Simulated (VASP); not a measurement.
Here is a VASP 6.6.1 calculation.

POSCAR

```
MgO
1.0
    0.0000000000      2.1870500000      2.1870500000
    2.1870500000      0.0000000000      2.1870500000
    2.1870500000      2.1870500000      0.0000000000
Mg O
1 1
Direct
    0.0000000000      0.0000000000      0.0000000000
    0.5000000000      0.5000000000      0.5000000000
```

INCAR.step1

```
SYSTEM = MgO
ALGO = Normal
EDIFF = 1E-5
ENCUT = 660
GGA = PE
GGA_COMPAT = .False.
ISMEAR = -1
LASPH = .True.
LCHARG = .False.
LREAL = .False.
LWAVE = .True.
NBANDS = 11
NELM = 120
PREC = Accurate
SIGMA = 0.05
```

File INCAR.step2:

```
SYSTEM = MgO
ALGO = Normal
EDIFF = 1E-6
ENCUT = 660
GGA_COMPAT = .False.
ISIF = 2
ISMEAR = -1
ISTART = 1
LASPH = .True.
LCHARG = .True.
LELF = .True.
LMIXTAU = .True.
LREAL = .False.
LVHAR = .True.
LWAVE = .False.
METAGGA = R2SCAN
NBANDS = 11
NELM = 120
PREC = Accurate
SIGMA = 0.05
```

File KPOINTS:

```
k-points
0
Gamma
  8 8 8
  0 0 0
```

Potentials or basis: VASP PAW PBE potentials, release 64 (Mg, O).

Launch:

```console
$ cat potpaw_PBE.64/Mg/POTCAR potpaw_PBE.64/O/POTCAR > POTCAR
$ cp INCAR.step1 INCAR
$ mpirun -np 1 vasp_std > vasp.out
$ cp INCAR.step2 INCAR
$ mpirun -np 1 vasp_std > vasp.out
```

Problem. Predict the pressure.

Solution. -16.8 GPa.

Problem. Predict the band gap on the k mesh.

Solution. 4.54 eV, direct.

Caveat: the PAW data sets were made with another functional, which shifts forces and pressure a little. r2SCAN opens gaps a little over a GGA but as a rule still falls short of measured ones.
